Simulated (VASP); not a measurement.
# MnF2 (P-3m1) in VASP: a series of runs, part 2 of 2

VASP 6.6.1. The steps go on from the part before.

## (3) Single point, PBE+U, collinear spin, ferromagnetic start (16.38 Å³/atom)

This run uses another cell than the first one, of 16.38 Å³/atom.

INCAR reads:

```
SYSTEM = MnF2
ALGO = Normal
EDIFF = 1E-6
ENCUT = 700
GGA = PE
GGA_COMPAT = .FALSE.
ISIF = 2
ISMEAR = 0
ISPIN = 2
LASPH = .TRUE.
LCHARG = .TRUE.
LDAU = .TRUE.
LDAUJ = 0 0
LDAUL = 2 -1
LDAUPRINT = 1
LDAUTYPE = 2
LDAUU = 3.9 0
LELF = .TRUE.
LMAXMIX = 4
LORBIT = 11
LREAL = .FALSE.
LVHAR = .TRUE.
LWAVE = .FALSE.
MAGMOM = 4.73 0.07 0.07
NBANDS = 26
NELM = 200
PREC = Accurate
SIGMA = 0.05
```

KPOINTS reads:

```
k-points
0
G
  8 8 6
  0 0 0
```

POSCAR reads:

```
MnF2
1.0
    3.3844330181      0.0000000000      0.0000000000
   -1.6922165091      2.9310049710      0.0000000000
    0.0000000000      0.0000000000      4.9540960355
Mn F
1 2
Direct
    0.0000000000      0.0000000000      0.0000000000
    0.3333333333      0.6666666667      0.1925611912
    0.6666666667      0.3333333333      0.8074388088
```

Potentials or basis: VASP PAW PBE potentials, release 64 (Mn_sv, F).

Started as:

```
cat potpaw_PBE.64/Mn_sv/POTCAR potpaw_PBE.64/F/POTCAR > POTCAR
mpirun -np 1 vasp_std > vasp.out
```

OUTCAR:

```text
SYSTEM = MnF2
   EDIFF = 1E-6
   ENCUT = 700
   GGA = PE
   ISIF = 2
   ISMEAR = 0
   ISPIN = 2
   LASPH = .TRUE.
   LORBIT = 11
   LREAL = .FALSE.
   NELM = 200
   PREC = Accurate

 ion  position               nearest neighbor table
   1  0.000  0.000  0.000-   2 2.17   3 2.17   2 2.17   3 2.17   3 2.17   2 2.17
   2  0.333  0.667  0.193-   1 2.17   1 2.17   1 2.17
   3  0.667  0.333  0.807-   1 2.17   1 2.17   1 2.17

  LATTYP: Found a hexagonal cell.
 ALAT       =     3.3844330181
 C/A-ratio  =     1.4637890627

  Lattice vectors:

 A1 = (   3.3844330181,   0.0000000000,   0.0000000000)
 A2 = (  -1.6922165091,   2.9310049710,   0.0000000000)
 A3 = (   0.0000000000,   0.0000000000,   4.9540960355)

Analysis of symmetry for initial positions (statically):
=====================================================================
 Subroutine PRICEL returns:
 Original cell was already a primitive cell.

 Routine SETGRP: Setting up the symmetry group for a
 hexagonal supercell.

[... 230 lines left out ...]
  band No.  band energies     occupation
      1     -79.1449      1.00000
      2     -47.9790      1.00000
      3     -47.8714      1.00000
      4     -47.8714      1.00000
      5     -21.7715      1.00000
      6     -21.1484      1.00000
[... 1385 lines left out ...]
     25      19.0187      0.00000
     26      20.7389      0.00000

 [... further k-points ...]
[... 5 lines left out ...]
  --------------------------------------------------------------------------------------
  -------------------------------------------------------------------------------------
  Total       -0.5545116     -0.5545116     -0.2193579      0.0000000     -0.0000000     -0.0000000
  in kB      -18.0781630    -18.0781630     -7.1514962      0.0000000     -0.0000000     -0.0000000
  external PRESSURE =     -14.4359407 kB  Pullay stress =       0.0000000 kB

 VOLUME and BASIS-vectors are now :
 -----------------------------------------------------------------------------
  energy-cutoff  :      700.00
  volume of cell :       49.14
      direct lattice vectors                 reciprocal lattice vectors
     3.384433018  0.000000000  0.000000000     0.295470466  0.170589953  0.000000000
    -1.692216509  2.931004971  0.000000000     0.000000000  0.341179906  0.000000000
     0.000000000  0.000000000  4.954096036     0.000000000  0.000000000  0.201853172

 POSITION                                       TOTAL-FORCE (eV/Angst)
 -----------------------------------------------------------------------------------
      0.00000      0.00000      0.00000         0.000000      0.000000      0.000000
     -0.00000      1.95400      0.95397         0.000000     -0.000000     -0.052162
      1.69222      0.97700      4.00013        -0.000000      0.000000      0.052162
 -----------------------------------------------------------------------------------
    total drift:                                0.000000     -0.000000      0.000000

  FREE ENERGIE OF THE ION-ELECTRON SYSTEM (eV)
  ---------------------------------------------------
  free  energy   TOTEN  =       -18.5569052333 eV

  energy  without entropy=      -18.5569052333  energy(sigma->0) =      -18.55690523

 total charge

# of ion       s       p       d       tot
------------------------------------------
    1        2.086   5.997   4.741  12.825
    2        1.730   4.359   0.000   6.089
    3        1.730   4.359   0.000   6.089
--------------------------------------------------
tot          5.546  14.715   4.741  25.003

 magnetization (x)

# of ion       s       p       d       tot
------------------------------------------
    1        0.017   0.013   4.540   4.570
    2        0.006   0.053   0.000   0.059
    3        0.006   0.053   0.000   0.059
--------------------------------------------------
tot          0.028   0.119   4.540   4.688
```

OSZICAR:

```text
N       E                     dE             d eps       ncg     rms          rms(c)
DAV:   1     0.415085574379E+03    0.41509E+03   -0.17745E+04  5530   0.153E+03
DAV:   2     0.119862019125E+02   -0.40310E+03   -0.37170E+03  5216   0.468E+02
DAV:   3    -0.170204757304E+02   -0.29007E+02   -0.28616E+02  6742   0.144E+02
DAV:   4    -0.188213609935E+02   -0.18009E+01   -0.17846E+01  8876   0.327E+01
DAV:   5    -0.188336575744E+02   -0.12297E-01   -0.12290E-01  6272   0.265E+00    0.134E+01
DAV:   6    -0.180619982499E+02    0.77166E+00   -0.71810E+00  6914   0.289E+01    0.869E+00
DAV:   7    -0.184449848291E+02   -0.38299E+00   -0.56668E-01  7184   0.948E+00    0.635E+00
DAV:   8    -0.182871841557E+02    0.15780E+00   -0.30225E-01  6786   0.620E+00    0.235E+00
DAV:   9    -0.185472295118E+02   -0.26005E+00   -0.77809E-02  6174   0.294E+00    0.184E+00
DAV:  10    -0.185560175402E+02   -0.87880E-02   -0.51885E-03  7230   0.939E-01    0.194E-01
DAV:  11    -0.185566266922E+02   -0.60915E-03   -0.85919E-04  6952   0.252E-01    0.110E-01
DAV:  12    -0.185568621850E+02   -0.23549E-03   -0.12591E-04  6106   0.151E-01    0.694E-02
DAV:  13    -0.185568995610E+02   -0.37376E-04   -0.23217E-05  6024   0.448E-02    0.133E-02
DAV:  14    -0.185569036272E+02   -0.40662E-05   -0.37571E-06  6714   0.274E-02    0.813E-03
DAV:  15    -0.185569048558E+02   -0.12286E-05   -0.60085E-07  4782   0.714E-03    0.341E-03
DAV:  16    -0.185569052333E+02   -0.37755E-06   -0.24358E-07  4032   0.494E-03
   1 F= -.18556905E+02 E0= -.18556905E+02  d E =-.157333E-38  mag=     5.0000
```

Wall time 3.7 min (1 thread of AMD EPYC 7R13 (Zen 3), shared host); peak memory 0.29 GiB.

What came out:

* Free energy: -18.5569 eV
* Pressure: -1.4 GPa
* Largest force: 0.052 eV/Å
* Band gap on the k mesh: 3.01 eV (least direct gap 3.03 eV)
* Net moment: 5.00 μB per cell
* Site moments: Mn +4.57; F +0.06 μB
* Valence electrons inside the program's atomic spheres: Mn 12.82; F 6.09

Forces on the atoms (eV/Å):
```
Mn   0.000  0.000  0.000
F    0.000  0.000 -0.052
F    0.000  0.000  0.052
```

Stress tensor (GPa, compression positive):
```
-1.81  0.00  0.00
 0.00 -1.81  0.00
 0.00  0.00 -0.72
```

Eigenvalues of the final occupation matrices:
| site | spin | trace | eigenvalues |
| --- | --- | --- | --- |
| site 1 d | 1 | 4.66 | 0.92 0.92 0.92 0.95 0.95 |
| site 1 d | 2 | 0.10 | 0.01 0.01 0.01 0.04 0.04 |

Caveat: a cell with one magnetic atom can't hold antiferromagnetic order, which such compounds often take. A k mesh can miss the band edges.
